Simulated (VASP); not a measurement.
# Nb (Im-3m) in VASP: further runs, part 2 of 2

VASP 6.6.1. Earlier steps stand in the parts before.

## 3. Single point, LDA

File INCAR:

```
SYSTEM = Nb
ALGO     = Normal         ! electronic algorithm
EDIFF    = 1E-6           ! SCF threshold, eV
ENCUT    = 520            ! plane-wave cutoff, eV
GGA      = CA             ! functional
ISIF     = 2              ! what is computed and relaxed
ISMEAR   = 1              ! smearing method
LASPH    = .TRUE.         ! aspherical terms in the spheres
LCHARG   = .TRUE.         ! write CHGCAR
LELF     = .TRUE.         ! ELF
LREAL    = .FALSE.        ! projectors in reciprocal space
LVHAR    = .TRUE.       
LWAVE    = .FALSE.        ! write WAVECAR
NBANDS   = 12             ! bands
NELM     = 100            ! most SCF steps
PREC     = Accurate       ! precision mode
SIGMA    = 0.3            ! smearing width, eV
```

File KPOINTS:

```
k-points
0
G
  14 14 14
  0 0 0
```

File POSCAR:

```
Nb
1.0
   -1.6231103068      1.6231103068      1.6231103068
    1.6231103068     -1.6231103068      1.6231103068
    1.6231103068      1.6231103068     -1.6231103068
Nb
1
Direct
    0.0000000000      0.0000000000      0.0000000000
```

Potentials or basis: VASP PAW LDA potentials, release 64 (Nb_sv).

Started as:

```
> cat potpaw_LDA.64/Nb_sv/POTCAR > POTCAR
> mpirun -np 1 vasp_std > vasp.out
```

Run time: 13 s. Hardware: 1 thread of Intel Xeon 6975P-C (Granite Rapids), shared host; peak memory 0.13 GiB.

It converged, with:

| Quantity | Value |
| --- | --- |
| Free energy | -11.2520 eV |
| Pressure | 0.1 GPa |

Levels at points of the mesh, in eV from the Fermi level:
| k point | band 2 | band 3 | band 4 | band 5 | band 6 | band 7 | band 8 | band 9 | band 10 | band 11 |
| --- | --- | --- | --- | --- | --- | --- | --- | --- | --- | --- |
| (0.00, 0.00, 0.00) | -29.36 | -29.36 | -29.36 | -6.03 | 0.30 | 0.30 | 0.30 | 3.38 | 3.38 | 14.36 |
| (0.50, 0.00, 0.00) | -30.97 | -29.86 | -29.37 | -3.97 | -1.86 | 2.59 | 3.45 | 4.17 | 6.81 | 11.79 |
| (0.50, 0.50, 0.50) | -30.45 | -30.45 | -30.45 | -4.07 | -4.07 | 5.96 | 5.96 | 5.96 | 9.51 | 9.51 |

## 4. Single point, LDA

File INCAR:

```
SYSTEM = Nb
PREC = Accurate ; ENCUT = 520
EDIFF = 1E-6 ; ISMEAR = 1
SIGMA = 0.6 ; LREAL = .False.
LASPH = .True. ; NELM = 100
ALGO = Normal ; ISIF = 2
LWAVE = .False. ; LCHARG = .False.
NBANDS = 12
```

File KPOINTS:

```
regular mesh
0
Gamma
  14 14 14
  0 0 0
```

POSCAR is that of step 3.

Started as:

```
> cat potpaw_LDA.64/Nb_sv/POTCAR > POTCAR
> mpirun -np 1 vasp_std > vasp.out
```

It took 15 s on 1 thread of Intel Xeon 6975P-C (Granite Rapids), shared host; peak memory 0.14 GiB.

Results (log left out):

| Property | Result |
| --- | --- |
| Free energy | -11.2640 eV |
| Pressure | 0.2 GPa |

Levels at points of the mesh, in eV from the Fermi level:
```csv
k point,band 2,band 3,band 4,band 5,band 6,band 7,band 8,band 9,band 10,band 11
"(0.00, 0.00, 0.00)",-29.37,-29.37,-29.37,-6.05,0.29,0.29,0.29,3.36,3.36,14.34
"(0.50, 0.00, 0.00)",-30.99,-29.88,-29.39,-3.99,-1.88,2.58,3.43,4.15,6.79,11.77
"(0.50, 0.50, 0.50)",-30.47,-30.47,-30.47,-4.08,-4.08,5.95,5.95,5.95,9.49,9.49
```

## 5. Single point, LDA

File INCAR:

```
SYSTEM = Nb
PREC = Accurate
ENCUT = 520
EDIFF = 1E-6
ISMEAR = 1
SIGMA = 1.0
LREAL = .FALSE.
LASPH = .TRUE.
NELM = 80
ALGO = Normal
ISIF = 2
LWAVE = .FALSE.
LCHARG = .FALSE.
NBANDS = 12
```

File KPOINTS:

```
regular mesh
0
G
  14 14 14
  0 0 0
```

POSCAR is that of step 4.

Potentials or basis: VASP PAW LDA potentials, release 64 (Nb_sv).

Started as:

```
> cat potpaw_LDA.64/Nb_sv/POTCAR > POTCAR
> mpirun -np 1 vasp_std > vasp.out
```

OUTCAR:

```text
SYSTEM = Nb
   PREC = Accurate
   ENCUT = 520
   EDIFF = 1E-6
   ISMEAR = 1
   LREAL = .FALSE.
   LASPH = .TRUE.
   NELM = 80
   ISIF = 2

 ion  position               nearest neighbor table
   1  0.000  0.000  0.000-

  LATTYP: Found a body centered cubic cell.
 ALAT       =     3.2462206136

  Lattice vectors:

 A1 = (  -1.6231103068,   1.6231103068,   1.6231103068)
 A2 = (   1.6231103068,  -1.6231103068,   1.6231103068)
 A3 = (   1.6231103068,   1.6231103068,  -1.6231103068)

Analysis of symmetry for initial positions (statically):
[... 530 lines left out ...]
      5       9.3226      2.00253
      6      10.5293      2.07023
      7      11.2498      1.79558
      8      15.3976     -0.00000
      9      15.9312     -0.00000
     10      22.5016     -0.00000
     11      22.5130     -0.00000
     12      24.3607     -0.00000

 [... further k-points ...]
[... 5 lines left out ...]
  --------------------------------------------------------------------------------------
  -------------------------------------------------------------------------------------
  Total        0.0116810      0.0116810      0.0116810      0.0000000      0.0000000      0.0000000
  in kB        1.0941707      1.0941707      1.0941707      0.0000000      0.0000000      0.0000000
  external PRESSURE =       1.0941707 kB  Pullay stress =       0.0000000 kB

 VOLUME and BASIS-vectors are now :
 -----------------------------------------------------------------------------
  energy-cutoff  :      520.00
  volume of cell :       17.10
      direct lattice vectors                 reciprocal lattice vectors
    -1.623110307  1.623110307  1.623110307     0.000000000  0.308050536  0.308050536
     1.623110307 -1.623110307  1.623110307     0.308050536  0.000000000  0.308050536
     1.623110307  1.623110307 -1.623110307     0.308050536  0.308050536  0.000000000

 POSITION                                       TOTAL-FORCE (eV/Angst)
 -----------------------------------------------------------------------------------
      0.00000      0.00000      0.00000         0.000000      0.000000      0.000000
 -----------------------------------------------------------------------------------
    total drift:                                0.000000      0.000000     -0.000000

  FREE ENERGIE OF THE ION-ELECTRON SYSTEM (eV)
  ---------------------------------------------------
  free  energy   TOTEN  =       -11.2825723924 eV

  energy  without entropy=      -11.2459613465  energy(sigma->0) =      -11.27036871
```

OSZICAR:

```text
N       E                     dE             d eps       ncg     rms          rms(c)
DAV:   1     0.123910185606E+03    0.12391E+03   -0.71934E+03  2504   0.109E+03
DAV:   2    -0.618776903559E+01   -0.13010E+03   -0.12545E+03  2688   0.418E+02
DAV:   3    -0.113926877353E+02   -0.52049E+01   -0.49223E+01  3680   0.743E+01
DAV:   4    -0.116834422303E+02   -0.29075E+00   -0.28890E+00  3576   0.150E+01
DAV:   5    -0.116963420866E+02   -0.12900E-01   -0.12893E-01  3756   0.278E+00    0.764E+00
DAV:   6    -0.113250614470E+02    0.37128E+00   -0.55582E-01  4084   0.982E+00    0.274E+00
DAV:   7    -0.112792096274E+02    0.45852E-01   -0.16297E-01  4140   0.517E+00    0.866E-01
DAV:   8    -0.112825192428E+02   -0.33096E-02   -0.11391E-02  3092   0.135E+00    0.328E-02
DAV:   9    -0.112825679882E+02   -0.48745E-04   -0.80312E-04  4124   0.290E-01    0.362E-02
DAV:  10    -0.112825750484E+02   -0.70602E-05   -0.13979E-05  3068   0.396E-02    0.211E-02
DAV:  11    -0.112825724419E+02    0.26066E-05   -0.76487E-06  3252   0.494E-02    0.358E-03
DAV:  12    -0.112825723924E+02    0.49419E-07   -0.14470E-07  1792   0.510E-03
   1 F= -.11282572E+02 E0= -.11270369E+02  d E =-.366110E-01
```

Wall time 12 s (1 thread of Intel Xeon 6975P-C (Granite Rapids), shared host); peak memory 0.13 GiB.

Results:

* Free energy: -11.2826 eV
* Pressure: 0.1 GPa

## 6. Summary

| smearing | gap on the mesh (eV) | pressure (GPa) |
| --- | --- | --- |
| methfessel-paxton 0.2 eV | none | 0.0 |
| methfessel-paxton 0.3 eV | none | 0.1 |
| methfessel-paxton 0.6 eV | none | 0.2 |
| methfessel-paxton 1 eV | none | 0.1 |

Alike in all rows: task single point; level LDA; potentials or basis VASP PAW LDA potentials, release 64 (Nb_sv); no spin polarisation; cell as given; k mesh 14 × 14 × 14; cutoff (eV) 520.

Every run on the cell as given and a fine mesh finds a metal.

Total energies depend on the potentials used, so only differences within one code and one set of settings carry meaning.
